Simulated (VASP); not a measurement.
A run of VASP 6.6.1:

The input INCAR:

```
SYSTEM = NaTe3As
PREC     = Accurate       ! precision mode
ENCUT    = 520            ! plane-wave cutoff, eV
EDIFF    = 1E-7           ! SCF threshold, eV
ISMEAR   = 0              ! smearing method
SIGMA    = 0.1            ! smearing width, eV
LREAL    = .False.        ! projectors in reciprocal space
LASPH    = .True.         ! aspherical terms in the spheres
NELM     = 80             ! most SCF steps
ALGO     = Normal         ! electronic algorithm
ISIF     = 2              ! what is computed and relaxed
LWAVE    = .False.        ! write WAVECAR
LCHARG   = .True.         ! write CHGCAR
GGA      = PE             ! functional
LELF     = .True.         ! ELF
LVHAR    = .True.       
NBANDS   = 41             ! bands
```

Contents of KPOINTS:

```
regular mesh
0
Gamma
  6 6 6
  0 0 0
```

File POSCAR:

```
NaTe3As
1.0
    4.2630106296      2.4612503345      4.6541398353
   -4.2630106296      2.4612503345      4.6541398353
    0.0000000000     -4.9225006691      4.6541398353
Na Te As
2 6 2
Direct
    0.7500000000      0.7500000000      0.7500000000
    0.2500000000      0.2500000000      0.2500000000
    0.1372168286      0.3627831714      0.7500000000
    0.3627831714      0.7500000000      0.1372168286
    0.8627831714      0.6372168286      0.2500000000
    0.2500000000      0.8627831714      0.6372168286
    0.6372168286      0.2500000000      0.8627831714
    0.7500000000      0.1372168286      0.3627831714
    0.5000000000      0.5000000000      0.5000000000
    0.0000000000      0.0000000000      0.0000000000
```

Potentials or basis: VASP PAW PBE potentials, release 64 (Na_pv, Te, As).

The run is started by

```sh
$ cat potpaw_PBE.64/Na_pv/POTCAR potpaw_PBE.64/Te/POTCAR potpaw_PBE.64/As/POTCAR > POTCAR
$ mpirun -np 1 vasp_std > vasp.out
```

Hardware: 1 thread of Intel Xeon 8259CL, with other jobs on the host.

Q: How long does it take, and how much memory?

A: Run time: 13 min on 1 thread of Intel Xeon 8259CL, on a shared host, peak memory 0.55 GiB. Counts: scf iterations 14, k points 32.
